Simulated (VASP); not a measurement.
# CoSn2 (I4/mcm) in VASP: further runs, part 2 of 2

VASP 6.6.1.

### Step 3. Single point, PBEsol

Input file INCAR:

```
ALGO = Normal
EDIFF = 1E-6
ENCUT = 520
GGA = PS
ISIF = 2
ISMEAR = 0
LASPH = T
LCHARG = F
LREAL = F
LWAVE = F
NBANDS = 46
NELM = 80
PREC = Accurate
SIGMA = 0.1
```

Input file KPOINTS:

```
k-points
0
Gamma
  2 2 2
```

Input file POSCAR:

```
CoSn2
1.0
   -3.1825000000      3.1825000000      2.7285000000
    3.1825000000     -3.1825000000      2.7285000000
    3.1825000000      3.1825000000     -2.7285000000
Co Sn
2 4
Direct
    0.2500000000      0.2500000000      0.0000000000
    0.7500000000      0.7500000000      0.0000000000
    0.6580000000      0.1580000000      0.8160000000
    0.1580000000      0.3420000000      0.5000000000
    0.3420000000      0.8420000000      0.1840000000
    0.8420000000      0.6580000000      0.5000000000
```

Potentials or basis: VASP PAW PBE potentials, release 64 (Co, Sn_d).

Launch:

```bash
$ cat potpaw_PBE.64/Co/POTCAR potpaw_PBE.64/Sn_d/POTCAR > POTCAR
$ mpirun -np 1 vasp_std > vasp.out
```

OUTCAR:

```text
EDIFF = 1E-6
   ENCUT = 520
   GGA = PS
   ISIF = 2
   ISMEAR = 0
   LASPH = T
   LREAL = F
   NELM = 80
   PREC = Accurate

 ion  position               nearest neighbor table
   1  0.250  0.250  0.000-   2 2.73   2 2.73   6 2.76   3 2.76   4 2.76   5 2.76   4 2.76   6 2.76
                             3 2.76   5 2.76
   2  0.750  0.750  0.000-   1 2.73   1 2.73   5 2.76   3 2.76   5 2.76   6 2.76   6 2.76   3 2.76
                             4 2.76   4 2.76
   3  0.658  0.158  0.816-   1 2.76   2 2.76   1 2.76   2 2.76   5 2.84   5 3.19   5 3.19   6 3.39
                             4 3.39   4 3.39   6 3.39   6 3.39   4 3.39   4 3.39   6 3.39
[... 390 lines left out ...]
  Total       -1.9493251     -1.9493251     -6.3581066      0.0000000     -0.0000000     -0.0000000
  in kB      -28.2536184    -28.2536184    -92.1547259      0.0000000     -0.0000000     -0.0000000
  external PRESSURE =     -49.5539876 kB  Pullay stress =       0.0000000 kB

 VOLUME and BASIS-vectors are now :
 -----------------------------------------------------------------------------
  energy-cutoff  :      520.00
  volume of cell :      110.54
      direct lattice vectors                 reciprocal lattice vectors
    -3.182500000  3.182500000  2.728500000     0.000000000  0.157109191  0.183250870
     3.182500000 -3.182500000  2.728500000     0.157109191  0.000000000  0.183250870
     3.182500000  3.182500000 -2.728500000     0.157109191  0.157109191  0.000000000

 POSITION                                       TOTAL-FORCE (eV/Angst)
 -----------------------------------------------------------------------------------
      0.00000      0.00000      1.36425        -0.000000      0.000000     -0.000000
      0.00000      0.00000      4.09275        -0.000000      0.000000     -0.000000
      1.00567      4.18817      0.00000         0.992688      0.992688      0.000000
      2.17683      1.00567      0.00000        -0.992688      0.992688      0.000000
      2.17683     -1.00567      2.72850        -0.992688     -0.992688     -0.000000
      1.00567      2.17683      2.72850         0.992688     -0.992688      0.000000
 -----------------------------------------------------------------------------------
    total drift:                                0.000000      0.000000     -0.000000

  FREE ENERGIE OF THE ION-ELECTRON SYSTEM (eV)
  ---------------------------------------------------
  free  energy   TOTEN  =       -33.2527729254 eV

  energy  without entropy=      -33.1817133865  energy(sigma->0) =      -33.21724316
```

OSZICAR:

```text
N       E                     dE             d eps       ncg     rms          rms(c)
DAV:   1     0.768586679509E+03    0.76859E+03   -0.35075E+04   376   0.268E+03
DAV:   2     0.887341198986E+02   -0.67985E+03   -0.66086E+03   368   0.656E+02
DAV:   3    -0.286048918103E+02   -0.11734E+03   -0.11397E+03   380   0.230E+02
DAV:   4    -0.351242656137E+02   -0.65194E+01   -0.64467E+01   420   0.596E+01
DAV:   5    -0.352924931968E+02   -0.16823E+00   -0.16814E+00   460   0.944E+00    0.134E+01
DAV:   6    -0.420880650857E+02   -0.67956E+01   -0.44697E+01   408   0.521E+01    0.247E+01
DAV:   7    -0.333262185785E+02    0.87618E+01   -0.17598E+01   408   0.439E+01    0.349E+00
DAV:   8    -0.333304869764E+02   -0.42684E-02   -0.21520E+00   424   0.694E+00    0.293E+00
DAV:   9    -0.332592571723E+02    0.71230E-01   -0.51911E-01   434   0.525E+00    0.708E-01
DAV:  10    -0.332555800808E+02    0.36771E-02   -0.18303E-02   438   0.102E+00    0.397E-01
DAV:  11    -0.332530239664E+02    0.25561E-02   -0.28856E-03   488   0.363E-01    0.187E-01
DAV:  12    -0.332528076181E+02    0.21635E-03   -0.44671E-04   462   0.153E-01    0.950E-02
DAV:  13    -0.332527771295E+02    0.30489E-04   -0.56637E-05   466   0.585E-02    0.274E-02
DAV:  14    -0.332527743556E+02    0.27739E-05   -0.77737E-06   434   0.220E-02    0.131E-02
DAV:  15    -0.332527730554E+02    0.13002E-05   -0.15864E-06   278   0.100E-02    0.445E-03
DAV:  16    -0.332527729254E+02    0.12999E-06   -0.45012E-07   232   0.421E-03
   1 F= -.33252773E+02 E0= -.33217243E+02  d E =-.710595E-01
```

stdout:

```text
POSCAR found type information on POSCAR CoSn
 POSCAR found :  2 types and       6 ions
 scaLAPACK will be used
 -----------------------------------------------------------------------------
|                                                                             |
|                                                                             |
|     You enforced a specific xc type in the INCAR file but a different       |
|     I HOPE YOU KNOW WHAT YOU ARE DOING!                                     |
|                                                                             |
 -----------------------------------------------------------------------------

 LDA part: xc-table for (Slater+PW92), standard interpolation
 POSCAR, INCAR and KPOINTS ok, starting setup
 FFT: planning ... GRIDC
 FFT: planning ... GRID_SOFT
 FFT: planning ... GRID
 WAVECAR not read
 entering main loop
```

It took 36 s on 1 thread of Intel Xeon 6975P-C, shared host; peak memory 0.23 GiB.

Results:

```yaml
Free_energy: -33.2528 eV
Pressure: -5.0 GPa
Largest_force: 1.404 eV/Å
Band_gap_on_the_k_mesh: zero (band 37 reaches 10.67 eV, above the bottom of band 38 at 9.93 eV)
```

Forces on the atoms (eV/Å):
```
Co   0.000  0.000  0.000
Co   0.000  0.000  0.000
Sn   0.993  0.993  0.000
Sn  -0.993  0.993  0.000
Sn  -0.993 -0.993  0.000
Sn   0.993 -0.993  0.000
```

Levels at points of the mesh, in eV from the Fermi level:
| k point | band 34 | band 35 | band 36 | band 37 | band 38 | band 39 | band 40 | band 41 |
| --- | --- | --- | --- | --- | --- | --- | --- | --- |
| (0.00, 0.00, 0.00) | -1.76 | -1.23 | -1.17 | -0.69 | -0.69 | 0.08 | 0.21 | 0.23 |
| (0.50, 0.00, 0.00) | -1.24 | -0.85 | -0.85 | -0.01 | -0.01 | 1.48 | 1.48 | 2.78 |
| (0.50, 0.50, 0.00) | -1.48 | -1.22 | -0.79 | -0.68 | 0.46 | 0.55 | 1.06 | 2.32 |
| (0.50, 0.50, 0.50) | -0.78 | -0.78 | 0.05 | 0.05 | 0.83 | 2.20 | 2.20 | 2.55 |

Caveat: the k points lie up to 0.76 Å⁻¹ apart; the PAW data sets were made with another functional, which shifts forces and pressure a little; spin-orbit coupling is left out, which moves the levels of the heavy elements. Spin polarisation is off, so any magnetic state and its effect on volume and gap are missing.

### Step 4. Single point, PBEsol

Input file INCAR:

```
SYSTEM = CoSn2
PREC = Accurate ; ENCUT = 520
EDIFF = 1E-7 ; ISMEAR = 0
SIGMA = 0.1 ; LREAL = .False.
LASPH = .True. ; NELM = 60
ALGO = Fast ; ISIF = 2
LWAVE = .False. ; LCHARG = .False.
GGA = PS ; NBANDS = 46
```

Input file KPOINTS:

```
Automatic mesh
0
Gamma
  2 2 2
  0.5 0.5 0.5
```

POSCAR is that of step 3.

Launch:

```bash
$ cat potpaw_PBE.64/Co/POTCAR potpaw_PBE.64/Sn_d/POTCAR > POTCAR
$ mpirun -np 1 vasp_std > vasp.out
```

Run time: 37 s. Hardware: 1 thread of Intel Xeon 6975P-C, shared host; peak memory 0.23 GiB.

It converged, with:

```
Free energy            : -32.3458 eV
Pressure               : -2.8 GPa
Largest force          : 0.381 eV/Å
Band gap on the k mesh : zero (band 37 reaches 11.04 eV, above the bottom of band 38 at 9.90 eV)
```

Forces on the atoms (eV/Å):
```
Co   0.000  0.000  0.000
Co   0.000  0.000  0.000
Sn   0.269  0.269  0.000
Sn  -0.269  0.269  0.000
Sn  -0.269 -0.269  0.000
Sn   0.269 -0.269  0.000
```

Stress tensor (GPa, compression positive):
```
-1.76  0.00  0.00
 0.00 -1.76  0.00
 0.00  0.00 -4.89
```

Levels at points of the mesh, in eV from the Fermi level:
```csv
k point,band 34,band 35,band 36,band 37,band 38,band 39,band 40,band 41
"(0.25, 0.25, 0.25)",-1.15,-0.47,-0.47,0.99,0.99,1.32,1.32,2.82
```

Caveat: the k points lie up to 0.76 Å⁻¹ apart; the PAW data sets were made with another functional, which shifts forces and pressure a little; spin-orbit coupling is left out, which moves the levels of the heavy elements. Spin polarisation is off, so any magnetic state and its effect on volume and gap are missing.

### Step 5. Single point, PBEsol

Input file INCAR:

```
  PREC = Accurate
  ENCUT = 520
  EDIFF = 1E-6
  ISMEAR = 0
  SIGMA = 0.1
  LREAL = F
  LASPH = T
  NELM = 60
  ALGO = Normal
  ISIF = 2
  LWAVE = F
  LCHARG = F
  GGA = PS
  NBANDS = 46
```

Input file KPOINTS:

```
Automatic mesh
0
Gamma
  4 4 4
```

POSCAR is that of step 4.

Potentials or basis: VASP PAW PBE potentials, release 64 (Co, Sn_d).

Launch:

```bash
$ cat potpaw_PBE.64/Co/POTCAR potpaw_PBE.64/Sn_d/POTCAR > POTCAR
$ mpirun -np 1 vasp_std > vasp.out
```

OUTCAR:

```text
PREC = Accurate
   ENCUT = 520
   EDIFF = 1E-6
   ISMEAR = 0
   LREAL = F
   LASPH = T
   NELM = 60
   ISIF = 2
   GGA = PS

 ion  position               nearest neighbor table
   1  0.250  0.250  0.000-   2 2.73   2 2.73   6 2.76   3 2.76   4 2.76   5 2.76   4 2.76   6 2.76
                             3 2.76   5 2.76
   2  0.750  0.750  0.000-   1 2.73   1 2.73   5 2.76   3 2.76   5 2.76   6 2.76   6 2.76   3 2.76
                             4 2.76   4 2.76
   3  0.658  0.158  0.816-   1 2.76   2 2.76   1 2.76   2 2.76   5 2.84   5 3.19   5 3.19   6 3.39
                             4 3.39   4 3.39   6 3.39   6 3.39   4 3.39   4 3.39   6 3.39
[... 839 lines left out ...]
  Total       -2.3593023     -2.3593023     -3.2714193      0.0000000      0.0000000      0.0000000
  in kB      -34.1958497    -34.1958497    -47.4161211      0.0000000      0.0000000      0.0000000
  external PRESSURE =     -38.6026068 kB  Pullay stress =       0.0000000 kB

 VOLUME and BASIS-vectors are now :
 -----------------------------------------------------------------------------
  energy-cutoff  :      520.00
  volume of cell :      110.54
      direct lattice vectors                 reciprocal lattice vectors
    -3.182500000  3.182500000  2.728500000     0.000000000  0.157109191  0.183250870
     3.182500000 -3.182500000  2.728500000     0.157109191  0.000000000  0.183250870
     3.182500000  3.182500000 -2.728500000     0.157109191  0.157109191  0.000000000

 POSITION                                       TOTAL-FORCE (eV/Angst)
 -----------------------------------------------------------------------------------
      0.00000      0.00000      1.36425        -0.000000      0.000000     -0.000000
      0.00000      0.00000      4.09275        -0.000000      0.000000     -0.000000
      1.00567      4.18817      0.00000         0.561805      0.561805      0.000000
      2.17683      1.00567      0.00000        -0.561805      0.561805     -0.000000
      2.17683     -1.00567      2.72850        -0.561805     -0.561805      0.000000
      1.00567      2.17683      2.72850         0.561805     -0.561805     -0.000000
 -----------------------------------------------------------------------------------
    total drift:                                0.000000      0.000000     -0.000000

  FREE ENERGIE OF THE ION-ELECTRON SYSTEM (eV)
  ---------------------------------------------------
  free  energy   TOTEN  =       -33.0975482708 eV

  energy  without entropy=      -33.0759716952  energy(sigma->0) =      -33.08675998
```

stdout:

```text
POSCAR found type information on POSCAR CoSn
 POSCAR found :  2 types and       6 ions
 scaLAPACK will be used
 -----------------------------------------------------------------------------
|                                                                             |
|                                                                             |
|     You enforced a specific xc type in the INCAR file but a different       |
|     I HOPE YOU KNOW WHAT YOU ARE DOING!                                     |
|                                                                             |
 -----------------------------------------------------------------------------

 LDA part: xc-table for (Slater+PW92), standard interpolation
 POSCAR, INCAR and KPOINTS ok, starting setup
 FFT: planning ... GRIDC
 FFT: planning ... GRID_SOFT
 FFT: planning ... GRID
 WAVECAR not read
 entering main loop
```

Run time: 78 s. Hardware: 1 thread of Intel Xeon 6975P-C, shared host; peak memory 0.26 GiB.

Results:

| Quantity | Value |
| --- | --- |
| Free energy | -33.0975 eV |
| Pressure | -3.9 GPa |
| Largest force | 0.795 eV/Å |
| Band gap on the k mesh | zero (band 37 reaches 11.16 eV, above the bottom of band 38 at 9.77 eV) |

Forces on the atoms (eV/Å):
```
Co   0.000  0.000  0.000
Co   0.000  0.000  0.000
Sn   0.562  0.562  0.000
Sn  -0.562  0.562  0.000
Sn  -0.562 -0.562  0.000
Sn   0.562 -0.562  0.000
```

Caveat: the k points lie up to 0.38 Å⁻¹ apart; the PAW data sets were made with another functional, which shifts forces and pressure a little; spin-orbit coupling is left out, which moves the levels of the heavy elements. Spin polarisation is off, so any magnetic state and its effect on volume and gap are missing.

### Step 6. Summary

| k mesh | gap on the mesh (eV) | pressure (GPa) | largest force (eV/Å) |
| --- | --- | --- | --- |
| 1 × 1 × 1 | - | 2.8 | 0.84 |
| 2 × 2 × 2 | none | -5.0 | 1.40 |
| 2 × 2 × 2, shifted | none | -2.8 | 0.38 |
| 4 × 4 × 4 | none | -3.9 | 0.79 |

Alike in all rows: task single point; level PBEsol; potentials or basis VASP PAW PBE potentials, release 64 (Co, Sn_d); no spin polarisation; cell as given; cutoff (eV) 520; smearing gaussian 0.1 eV.

Caveats: all runs use coarse meshes; the PAW data sets were made with another functional, which shifts forces and pressure a little; spin-orbit coupling is left out, which moves the levels of the heavy elements.

Absolute energies hang on the potentials; compare differences alone.
